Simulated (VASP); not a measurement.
A run of VASP 6.6.1:

Contents of INCAR:

```
PREC = Accurate ; ENCUT = 520
EDIFF = 1E-7 ; ISMEAR = 0
SIGMA = 0.05 ; LREAL = False
LASPH = True ; NELM = 100
ALGO = Normal ; ISIF = 2
LWAVE = False ; LCHARG = False
GGA = PE ; NBANDS = 11
```

Contents of KPOINTS:

```
Automatic mesh
0
Gamma
  10 10 10
```

Contents of POSCAR:

```
C
1.0
    0.0000000000      1.7833700000      1.7833700000
    1.7833700000      0.0000000000      1.7833700000
    1.7833700000      1.7833700000      0.0000000000
C
2
Direct
    0.0000000000      0.0000000000      0.0000000000
    0.2500000000      0.2500000000      0.2500000000
```

Potentials or basis: VASP PAW PBE potentials, release 64 (C).

Run with:

```console
$ cat potpaw_PBE.64/C/POTCAR > POTCAR
$ mpirun -np 1 vasp_std > vasp.out
```

Hardware: 1 thread of AMD EPYC 7R43 64-Core Processor (Zen 3) (shared host).

Problem. How long does it take, and how much memory?

Solution. Wall time 8.6 s on 1 thread of AMD EPYC 7R43 64-Core Processor (Zen 3) (shared host), peak memory 0.08 GiB. Counts: scf iterations 11, k points 47.
